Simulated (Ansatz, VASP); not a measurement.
**Two plane-wave programs on Cu**

```
CELL_PARAMETERS angstrom
-1.44133 1.44133 1.44133
1.44133 -1.44133 1.44133
1.44133 1.44133 -1.44133
ATOMIC_POSITIONS crystal
Cu 0.00000 0.00000 0.00000
```

Alike in both runs: task single point; functional PBE; k mesh 10 × 10 × 10; occupations gaussian, width 0.05 eV; no spin polarisation.

|  | VASP | Ansatz |
| --- | --- | --- |
| version | VASP 6.6.1 | Ansatz 0.2.0 |
| potentials or method | VASP PAW PBE potentials, release 64 (Cu), cutoff 600 eV | scalar-relativistic, plane waves, PAW |
| valence electrons in the cell | 11 | 19 |

|  | VASP | Ansatz | Ansatz less VASP |
| --- | --- | --- | --- |
| pressure (GPa) | 0.7 | 0.1 | -0.61 |

VASP's potentials hold 11 valence electrons a cell and Ansatz's 19, so a difference there can come from the potentials and not from the codes.
